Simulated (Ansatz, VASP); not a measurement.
Two plane-wave programs on MnHg

```xyz
2
Lattice="3.3866 0.0000 0.0000 0.0000 3.3866 0.0000 0.0000 0.0000 3.3130" Properties=species:S:1:pos:R:3 pbc="T T T"
Mn    1.6933    1.6933    1.6565
Hg    0.0000    0.0000    0.0000
```

Change from the starting cell: strain +0.030 along x and y, +0.000 along z, atoms carried along.

Alike in both runs: task single point; functional PBEsol; k mesh 14 × 14 × 14; occupations gaussian, width 0.15 eV; collinear spin.

|  | VASP | Ansatz |
| --- | --- | --- |
| version | VASP 6.6.1 | Ansatz 0.2.0 |
| potentials or method | VASP PAW PBE potentials, release 64 (Mn_pv, Hg), cutoff 520 eV | scalar-relativistic, plane waves, PAW |
| valence electrons in the cell | 25 | 35 |

|  | VASP | Ansatz | Ansatz less VASP |
| --- | --- | --- | --- |
| gap on the k mesh at the Fermi level (eV) | none | none | - |
| pressure (GPa) | -7.1 | -7.5 | -0.40 |
| traceless stress, the component that is largest in VASP (GPa) | 0.09 | 0.08 | -0.014 |
| net moment per atom (μB) | 2.00 | 2.00 | -0.001 |
| size of the moment on the site where the two differ most (μB) | 3.88 | 3.95 | +0.070 |

VASP's potentials were made for PBE, not for PBEsol. Site moments also hang on the region over which each program counts them. A gap of «none» marks a metal or a gap that the smearing closes. VASP's potentials hold 25 valence electrons a cell and Ansatz's 35, so a difference there can come from the potentials and not from the codes.

Spin-orbit coupling is off throughout.
